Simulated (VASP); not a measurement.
# Ga2SeS (P-3m1) in VASP: further runs

The runs below take Ga2SeS through single point, with LDA.

Everything below comes from runs of VASP 6.6.1. Logs are shortened: lines on timing, memory, paths and dates and some standing lists are left out, and cuts for length are marked.

### 1 The cell of the first run

It takes space group P-3m1 (No. 164, trigonal). The conventional cell has a = 3.727 Å, b = 3.727 Å, c = 16.273 Å, α = 90.00°, β = 90.00°, γ = 120.00°. Ga (site symmetry 3m) has 3 Se at 2.47 Å and 1 Ga at 2.47 Å within 3.3 Å. Within 3.2 Å of Ga (site symmetry 3m) lie 3 S at 2.39 Å and 1 Ga at 2.47 Å. Within 3.3 Å of Se (site symmetry 3m) lie 3 Ga at 2.47 Å. Within 3.2 Å of S (site symmetry 3m) lie 3 Ga at 2.39 Å.

### 2 Single point, LDA

INCAR

```
SYSTEM = Ga2SeS
PREC     = Accurate       ! precision mode
ENCUT    = 520            ! plane-wave cutoff, eV
EDIFF    = 1E-6           ! SCF threshold, eV
ISMEAR   = 0              ! smearing method
SIGMA    = 0.01           ! smearing width, eV
LREAL    = .False.        ! projectors in reciprocal space
LASPH    = .True.         ! aspherical terms in the spheres
NELM     = 80             ! most SCF steps
ALGO     = Normal         ! electronic algorithm
ISIF     = 2              ! what is computed and relaxed
LWAVE    = .False.        ! write WAVECAR
LCHARG   = .False.        ! write CHGCAR
GGA      = CA             ! functional
NBANDS   = 48             ! bands
```

KPOINTS

```
Automatic mesh
0
Gamma
  6 6 2
  0 0 0
```

POSCAR

```
Ga2SeS
1.0
    3.7271946800      0.0000000000      0.0000000000
   -1.8635973400      3.2278452800      0.0000000000
    0.0000000000      0.0000000000     16.2734940000
Ga Se S
4 2 2
Direct
    0.3333333290      0.6666666687      0.3227369998
    0.6666666710      0.3333333313      0.6772630002
    0.6666666710      0.3333333313      0.8292260003
    0.3333333290      0.6666666687      0.1707739997
    0.6666666710      0.3333333313      0.3969800001
    0.3333333290      0.6666666687      0.6030199999
    0.3333333290      0.6666666687      0.8926419999
    0.6666666710      0.3333333313      0.1073580001
```

Potentials or basis: VASP PAW LDA potentials, release 64 (Ga_d, Se, S).

Run with:

```sh
$ cat potpaw_LDA.64/Ga_d/POTCAR potpaw_LDA.64/Se/POTCAR potpaw_LDA.64/S/POTCAR > POTCAR
$ mpirun -np 1 vasp_std > vasp.out
```

OUTCAR:

```text
SYSTEM = Ga2SeS
   PREC = Accurate
   ENCUT = 520
   EDIFF = 1E-6
   ISMEAR = 0
   LREAL = .False.
   LASPH = .True.
   NELM = 80
   ISIF = 2
   GGA = CA

 ion  position               nearest neighbor table
   1  0.333  0.667  0.323-   5 2.47   5 2.47   5 2.47   4 2.47
   2  0.667  0.333  0.677-   6 2.47   6 2.47   6 2.47   3 2.47
   3  0.667  0.333  0.829-   7 2.39   7 2.39   7 2.39   2 2.47
   4  0.333  0.667  0.171-   8 2.39   8 2.39   8 2.39   1 2.47
   5  0.667  0.333  0.397-   1 2.47   1 2.47   1 2.47
   6  0.333  0.667  0.603-   2 2.47   2 2.47   2 2.47
   7  0.333  0.667  0.893-   3 2.39   3 2.39   3 2.39
   8  0.667  0.333  0.107-   4 2.39   4 2.39   4 2.39

  LATTYP: Found a hexagonal cell.
 ALAT       =     3.7271946800
 C/A-ratio  =     4.3661507909

  Lattice vectors:

 A1 = (   3.7271946800,   0.0000000000,   0.0000000000)
 A2 = (  -1.8635973400,   3.2278452800,   0.0000000000)
 A3 = (   0.0000000000,   0.0000000000,  16.2734940000)

Analysis of symmetry for initial positions (statically):
=====================================================================
 Subroutine PRICEL returns:
 Original cell was already a primitive cell.

 Routine SETGRP: Setting up the symmetry group for a
 hexagonal supercell.

 Subroutine GETGRP returns: Found 12 space group operations
 (whereof 12 operations were pure point group operations)
 out of a pool of 24 trial point group operations.

The static configuration has the point symmetry D_3d.

Analysis of symmetry for dynamics (positions and initial velocities):
=====================================================================
 Subroutine PRICEL returns:
 Original cell was already a primitive cell.

 Routine SETGRP: Setting up the symmetry group for a
 hexagonal supercell.

 Subroutine GETGRP returns: Found 12 space group operations
 (whereof 12 operations were pure point group operations)
 out of a pool of 24 trial point group operations.

The dynamic configuration has the point symmetry D_3d.

 Subroutine INISYM returns: Found 12 space group operations
 (whereof 12 operations are pure point group operations),
 and found     1 'primitive' translations

----------------------------------------------------------------------------------------

                                     Primitive cell

  volume of cell :     195.7833

  direct lattice vectors                    reciprocal lattice vectors
     3.727194680  0.000000000  0.000000000     0.268298301  0.154902096  0.000000000
    -1.863597340  3.227845280  0.000000000     0.000000000  0.309804192  0.000000000
     0.000000000  0.000000000 16.273494000     0.000000000  0.000000000  0.061449619

  length of vectors
     3.727194680  3.727194682 16.273494000     0.309804193  0.309804192  0.061449619

  position of ions in fractional coordinates (direct lattice)
     0.333333329  0.666666669  0.322737000
     0.666666671  0.333333331  0.677263000
     0.666666671  0.333333331  0.829226000
     0.333333329  0.666666669  0.170774000
     0.666666671  0.333333331  0.396980000
     0.333333329  0.666666669  0.603020000
     0.333333329  0.666666669  0.892642000
     0.666666671  0.333333331  0.107358000

  ion indices of the primitive-cell ions
   primitive index   ion index
                 1           1
                 2           2
                 3           3
                 4           4
                 5           5
                 6           6
                 7           7
                 8           8

----------------------------------------------------------------------------------------

 KPOINTS: Automatic mesh

Automatic generation of k-mesh.
 Grid dimensions read from file:
 generate k-points for:    6    6    2

 Generating k-lattice:

  Cartesian coordinates                     Fractional coordinates (reciprocal lattice)
     0.044716383  0.025817016  0.000000000     0.166666667  0.000000000  0.000000000
     0.000000000  0.051634032  0.000000000     0.000000000  0.166666667  0.000000000
     0.000000000  0.000000000  0.030724809     0.000000000  0.000000000  0.500000000

  Length of vectors
     0.051634032  0.051634032  0.030724809

  Shift w.r.t. Gamma in fractional coordinates (k-lattice)
     0.000000000  0.000000000  0.000000000

 Subroutine IBZKPT returns following result:
 ===========================================

 Found     14 irreducible k-points:

 Following reciprocal coordinates:
            Coordinates               Weight
  0.000000  0.000000  0.000000      1.000000
  0.166667 -0.000000  0.000000      6.000000
  0.333333  0.000000  0.000000      6.000000
  0.500000  0.000000  0.000000      3.000000
  0.166667  0.166667  0.000000      6.000000
  0.333333  0.166667  0.000000     12.000000
  0.333333  0.333333  0.000000      2.000000
  0.000000  0.000000  0.500000      1.000000
  0.166667 -0.000000  0.500000      6.000000
  0.333333  0.000000  0.500000      6.000000
  0.500000  0.000000  0.500000      3.000000
  0.166667  0.166667  0.500000      6.000000
  0.333333  0.166667  0.500000     12.000000
  0.333333  0.333333  0.500000      2.000000
   k-points           NKPTS =     14   k-points in BZ     NKDIM =     14   number of bands    NBANDS=     48
   number of dos      NEDOS =    301   number of ions     NIONS =      8
   total plane-waves  NPLWV =  98784
   dimension x,y,z NGX =    28 NGY =   28 NGZ =  126
   dimension x,y,z NGXF=    56 NGYF=   56 NGZF=  252
   ions per type =               4   2   2
   NGX,Y,Z   is equivalent  to a cutoff of  12.49, 12.49, 12.87 a.u.
   NGXF,Y,Z  is equivalent  to a cutoff of  24.98, 24.98, 25.74 a.u.
 SYSTEM =  Ga2SeS
   PREC   = accura    normal or accurate (medium, high low for compatibility)
   ISTART =      0    job   : 0-new  1-cont  2-samecut
   ICHARG =      2    charge: 1-file 2-atom 10-const
   ISPIN  =      1    spin polarized calculation?
   LNONCOLLINEAR =      F non collinear calculations
   LSORBIT =      F    spin-orbit coupling
   LASPH  =      T    aspherical Exc in radial PAW
   ENCUT  =  520.0 eV  38.22 Ry    6.18 a.u.   6.93  6.93 30.26*2*pi/ulx,y,z
   NELM   =     80;   NELMIN=  2; NELMDL= -5     # of ELM steps
   EDIFF  = 0.1E-05   stopping-criterion for ELM
   LREAL  =      F    real-space projection
   EDIFFG = 0.1E-04   stopping-criterion for IOM
   NSW    =      0    number of steps for IOM
   IBRION =     -1    ionic relax: 0-MD 1-quasi-New 2-CG
   NFREE  =      0    steps in history (QN), initial steepest desc. (CG)
   ISIF   =      2    stress and relaxation
   ISYM   =      2    0-nonsym 1-usesym 2-fastsym
   POTIM  = 0.5000    time-step for ionic-motion
   TEBEG  =    0.0;   TEEND  =   0.0 temperature during run
   PSTRESS=    0.0 pullay stress
   NELECT =      76.0000    total number of electrons
   NUPDOWN=      -1.0000    fix difference up-down
   EMIN   =  10.00;   EMAX   =-10.00  energy-range for DOS
   EFERMI =   0.00;   METHOD = LEGACY
   ISMEAR =     0;   SIGMA  =   0.01  broadening in eV -4-tet -1-fermi 0-gaus
   EFERMI_NEDOS =   21; number of points for ismear=-14 and -15
   IALGO  =     38    algorithm
   IMIX   =      4    mixing-type and parameters
     AMIX     =   0.40;   BMIX     =  1.00
     AMIX_MAG =   1.60;   BMIX_MAG =  1.00
  volume/ion in A,a.u.               =      24.47       165.15
  Fermi-wavevector in a.u.,A,eV,Ry     =   1.194229  2.256765 19.404386  1.426182
  Thomas-Fermi vector in A             =   2.330224
   LORBIT       =      0    0 simple, 1 ext, 2 COOP (PROOUT), +10 PAW based schemes
   GGA     = CA    functional components
   LHFCALC =     F    Hartree Fock is set to
   AEXX    =    0.0000 exact exchange contribution
   IVDW    =     0    specifies the selected vdW correction
   LEPSILON=     F    determine dielectric tensor
   LRPA    =     F    only Hartree local field effects (RPA)
 non-spin polarized calculation
 Gauss-broadening in eV      SIGMA  =   0.01
  energy-cutoff  :      520.00
  volume of cell :      195.78
 maximum number of plane-waves:      5292
 NGX is ok and might be reduce to    28
   NGX = 13   NGY = 13   NGZ = 61

 number of electron      76.0000013 magnetization

 Free energy of the ion-electron system (eV)
  ---------------------------------------------------
  ext. energy  EPLUGINS =         0.00000000
  ---------------------------------------------------
  free energy    TOTEN  =       -36.57136349 eV

  energy without entropy =      -36.57136349  energy(sigma->0) =      -36.57136349

 E-fermi :   2.9355     XC(G=0):  -9.4345

 val. band max:        2.8370353078   @ k =   0.0000   0.0000   0.0000
 cond. band min:       3.7878174879   @ k =   0.0000   0.0000   0.0000
 fundamental gap:      0.9507821801
 Fermi energy:         2.9354992775

 k-point     1 :       0.0000    0.0000    0.0000
  band No.  band energies     occupation
      1     -12.2137      2.00000
      2     -12.2134      2.00000
      3     -12.1348      2.00000
      4     -12.1348      2.00000
      5     -12.1347      2.00000
      6     -12.1347      2.00000
[... 40 lines left out ...]
     47       8.3575      0.00000
     48       8.3581      0.00000

 k-point     2 :       0.1667   -0.0000    0.0000
  band No.  band energies     occupation
      1     -12.2356      2.00000
      2     -12.2342      2.00000
      3     -12.1586      2.00000
      4     -12.1578      2.00000
      5     -12.1252      2.00000
      6     -12.1251      2.00000
[... 40 lines left out ...]
     47       7.6205      0.00000
     48       7.9938      0.00000

 k-point     3 :       0.3333    0.0000    0.0000
  band No.  band energies     occupation
      1     -12.2989      2.00000
      2     -12.2966      2.00000
      3     -12.1614      2.00000
      4     -12.1609      2.00000
      5     -12.1265      2.00000
      6     -12.1223      2.00000
[... 550 lines left out ...]
     47       7.8494      0.00000
     48       7.9657      0.00000

 k-point    14 :       0.3333    0.3333    0.5000
  band No.  band energies     occupation
      1     -12.3259      2.00000
      2     -12.3259      2.00000
      3     -12.1572      2.00000
      4     -12.1572      2.00000
      5     -12.1535      2.00000
      6     -12.1535      2.00000
[... 40 lines left out ...]
     47       8.8577      0.00000
     48       8.8577      0.00000

------------------------ aborting loop because EDIFF is reached ----------------------------------------

  FORCE on cell =-STRESS in cart. coord.  units (eV):
  Direction    XX          YY          ZZ          XY          YZ          ZX
  --------------------------------------------------------------------------------------
  -------------------------------------------------------------------------------------
  Total       -5.1506406     -5.1506406     -4.3181537      0.0000000      0.0000000     -0.0000000
  in kB      -42.1498694    -42.1498694    -35.3372773      0.0000000      0.0000000     -0.0000000
  external PRESSURE =     -39.8790054 kB  Pullay stress =       0.0000000 kB

 VOLUME and BASIS-vectors are now :
 -----------------------------------------------------------------------------
  energy-cutoff  :      520.00
  volume of cell :      195.78
      direct lattice vectors                 reciprocal lattice vectors
     3.727194680  0.000000000  0.000000000     0.268298301  0.154902096  0.000000000
    -1.863597340  3.227845280  0.000000000     0.000000000  0.309804192  0.000000000
     0.000000000  0.000000000 16.273494000     0.000000000  0.000000000  0.061449619

 POSITION                                       TOTAL-FORCE (eV/Angst)
 -----------------------------------------------------------------------------------
     -0.00000      2.15190      5.25206        -0.000000     -0.000000      0.026996
      1.86360      1.07595     11.02144         0.000000      0.000000     -0.026996
      1.86360      1.07595     13.49440        -0.000000      0.000000     -0.045161
     -0.00000      2.15190      2.77909         0.000000      0.000000      0.045161
      1.86360      1.07595      6.46025        -0.000000     -0.000000     -0.370611
     -0.00000      2.15190      9.81324         0.000000      0.000000      0.370611
     -0.00000      2.15190     14.52640         0.000000     -0.000000     -0.286343
      1.86360      1.07595      1.74709        -0.000000      0.000000      0.286343
 -----------------------------------------------------------------------------------
    total drift:                                0.000000      0.000000     -0.000000

  FREE ENERGIE OF THE ION-ELECTRON SYSTEM (eV)
  ---------------------------------------------------
  free  energy   TOTEN  =       -36.5713634888 eV

  energy  without entropy=      -36.5713634888  energy(sigma->0) =      -36.57136349
```

Wall time 4.7 min (1 thread of AMD EPYC 7R13, shared host); peak memory 0.27 GiB.

Results:

* Free energy: -36.5714 eV
* Pressure: -4.0 GPa
* Largest force: 0.371 eV/Å
* Band gap on the k mesh: 0.95 eV, direct

Forces on the atoms (eV/Å):
```
Ga   0.000  0.000  0.027
Ga   0.000  0.000 -0.027
Ga   0.000  0.000 -0.045
Ga   0.000  0.000  0.045
Se   0.000  0.000 -0.371
Se   0.000  0.000  0.371
S    0.000  0.000 -0.286
S    0.000  0.000  0.286
```

Stress tensor (GPa, compression positive):
```
-4.21  0.00  0.00
 0.00 -4.21  0.00
 0.00  0.00 -3.53
```

Levels at points of the mesh, in eV from the valence-band top:
| k point | band 34 | band 35 | band 36 | band 37 | band 38 | band 39 | band 40 | band 41 | band 42 | band 43 |
| --- | --- | --- | --- | --- | --- | --- | --- | --- | --- | --- |
| (0.00, 0.00, 0.00) | -0.89 | -0.89 | -0.79 | -0.79 | 0.00 | 0.95 | 1.66 | 2.46 | 2.48 | 4.23 |
| (0.50, 0.00, 0.00) | -2.22 | -2.13 | -2.07 | -2.03 | -1.62 | 1.35 | 1.45 | 1.90 | 1.99 | 3.69 |
| (0.00, 0.00, 0.50) | -0.89 | -0.79 | -0.79 | -0.73 | -0.66 | 1.29 | 1.55 | 2.40 | 2.51 | 4.25 |
| (0.50, 0.00, 0.50) | -2.26 | -2.21 | -2.07 | -1.88 | -1.78 | 1.51 | 1.56 | 1.73 | 1.88 | 3.59 |

A k mesh can miss the band edges. LDA gaps usually lie below the measured ones, often by a third to a half.

(Continued in part 2 of 2.)
